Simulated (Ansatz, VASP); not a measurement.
## Two plane-wave programs on FeCo

```
CELL_PARAMETERS angstrom
2.76050 0.00000 0.00000
0.00000 2.76050 0.00000
0.00000 0.00000 2.76050
ATOMIC_POSITIONS crystal
Fe 0.50000 0.50000 0.50000
Co 0.00000 0.00000 0.00000
```

Alike in both runs: task single point; functional PBE; k mesh 16 × 16 × 16; occupations gaussian, width 0.05 eV; no spin polarisation.

|  | VASP | Ansatz |
| --- | --- | --- |
| version | VASP 6.6.1 | Ansatz 0.2.0 |
| potentials or method | VASP PAW PBE potentials, release 64 (Fe, Co), cutoff 600 eV | scalar-relativistic, plane waves, PAW |
| valence electrons in the cell | 17 | 33 |

```tsv
	VASP	Ansatz	Ansatz less VASP
gap on the k mesh at the Fermi level (eV)	none	none	-
pressure (GPa)	-0.8	0.0	+0.76
```

A gap of «none» marks a metal or a gap that the smearing closes. The functional is the same, so the differences come from potentials, cutoffs and numerics. VASP's potentials hold 17 valence electrons a cell and Ansatz's 33, so a difference there can come from the potentials and not from the codes.
